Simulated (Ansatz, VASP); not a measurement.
Two plane-wave programs on CdF2

```
Cd F
1.0
     0.00000    0.00000    3.29561
     3.78063    0.00000    0.00000
     0.00000    7.56126    0.00000
Cd F
2 4
Cartesian
  0.0000 0.0000 0.0000
  0.0000 3.7806 0.0000
  1.8903 0.0000 1.0910
  1.8903 3.7806 1.0910
  0.0000 1.8903 2.2046
  0.0000 5.6709 2.2046
```

Alike in both runs: task single point; functional PBE; k mesh 4 × 4 × 2; occupations gaussian, width 0.1 eV; no spin polarisation.

```csv
,VASP,Ansatz
version,VASP 6.6.1,Ansatz 0.2.0
potentials or method,"VASP PAW PBE potentials, release 64 (Cd_sv_GW, F), cutoff 700 eV","scalar-relativistic, plane waves, PAW"
valence electrons in the cell,68,68
```

VASP gave:

* gap on the k mesh at the Fermi level (eV): 2.63
* least direct gap on the mesh (eV): 2.75
* pressure (GPa): -0.3
* traceless stress, the component that is largest in VASP (GPa): -0.08
* rms of the force components (eV/Å): 0.006

Q: Which values does Ansatz return?

A: gap on the k mesh at the Fermi level (eV): 2.65; least direct gap on the mesh (eV): 2.77; pressure (GPa): 0.0; traceless stress, the component that is largest in VASP (GPa): 0.00; rms of the force components (eV/Å): 0.001.

Atom by atom the forces differ by 0.006 eV/Å (rms over components).

The k mesh is coarse, so the values compare programs but aren't converged.
